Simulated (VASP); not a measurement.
Crystal: TlCl.

```xyz
2
Lattice="3.9178 0.0000 0.0000 0.0000 3.9178 0.0000 0.0000 0.0000 3.9178" Properties=species:S:1:pos:R:3 pbc="T T T"
Tl    0.0000    0.0000    0.0000
Cl    1.9589    1.9589    1.9589
```

* Program: VASP 6.6.1
* Task: relaxation of cell and atoms
* Functional: PBE
* Dispersion: D4
* Potentials or basis: VASP PAW PBE potentials, release 64 (Tl_d, Cl)
* Cutoff: 500 eV
* k mesh: 6 × 6 × 6
* Occupations: fermi-dirac, width 0.02 eV
* Spin: no spin polarisation

At the start: pressure 10.0 GPa; volume 30.07 Å³/atom.

Q: Where does the relaxation end?

A: Over 9 steps the energy falls by 21.0 meV/atom and the volume is 30.81 Å³/atom (+2.5 %); space group Pm-3m (No. 221, to 0.1 Å) before and after.

Step by step:
| step | energy change (eV) | largest force (eV/Å) | pressure (GPa) | volume (Å³) |
| --- | --- | --- | --- | --- |
| 1 | 0.0000 | 0.0000 | 10.04 | 60.13 |
| 2 | 0.3262 | 0.0000 | -4.32 | 78.06 |
| 3 | 0.1499 | 0.0000 | -3.90 | 71.28 |
| 4 | 0.0677 | 0.0000 | -3.36 | 67.63 |
| 5 | -0.0127 | 0.0000 | -3.18 | 63.81 |
| 6 | -0.0410 | 0.0000 | -1.05 | 61.95 |
| 7 | -0.0403 | 0.0000 | 1.70 | 61.26 |
| 8 | -0.0421 | 0.0000 | -0.23 | 61.69 |
| 9 | -0.0421 | 0.0000 | 0.02 | 61.62 |

Final structure:
```
Tl Cl
1.0
     3.94982    0.00000    0.00000
     0.00000    3.94982    0.00000
     0.00000    0.00000    3.94982
Tl Cl
1 1
Cartesian
  0.0000 0.0000 0.0000
  1.9749 1.9749 1.9749
```
